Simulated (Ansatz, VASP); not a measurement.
**HgTe in VASP and in Ansatz**

```
Hg Te
1.0
     0.00000    3.30781    3.30781
     3.30781    0.00000    3.30781
     3.30781    3.30781    0.00000
Hg Te
1 1
Direct
  0.00000 0.00000 0.00000
  0.25000 0.25000 0.25000
```

Alike in both runs: functional r2SCAN; k mesh 9 × 9 × 9; occupations fermi-dirac, width 0.1 eV; no spin polarisation.

Ansatz relaxed the structure, and its values are those at the end. VASP's run is a single point on that final structure, the one shown.

|  | VASP | Ansatz |
| --- | --- | --- |
| version | VASP 6.6.1 | Ansatz 0.2.0 |
| potentials or method | VASP PAW PBE potentials, release 64 (Hg, Te), cutoff 520 eV | PAW plane waves |
| valence electrons in the cell | 18 | 36 |

```tsv
	VASP	Ansatz	Ansatz less VASP
pressure (GPa)	-0.7	-0.7	-0.04
```

VASP's potentials were made for PBE, not for r2SCAN. With one functional, cell and mesh, what is left measures potentials, basis and numerics. VASP's potentials hold 18 valence electrons a cell and Ansatz's 36, so a difference there can come from the potentials and not from the codes. Ansatz's warnings: stress scf threshold loose.

Spin-orbit coupling is off throughout.
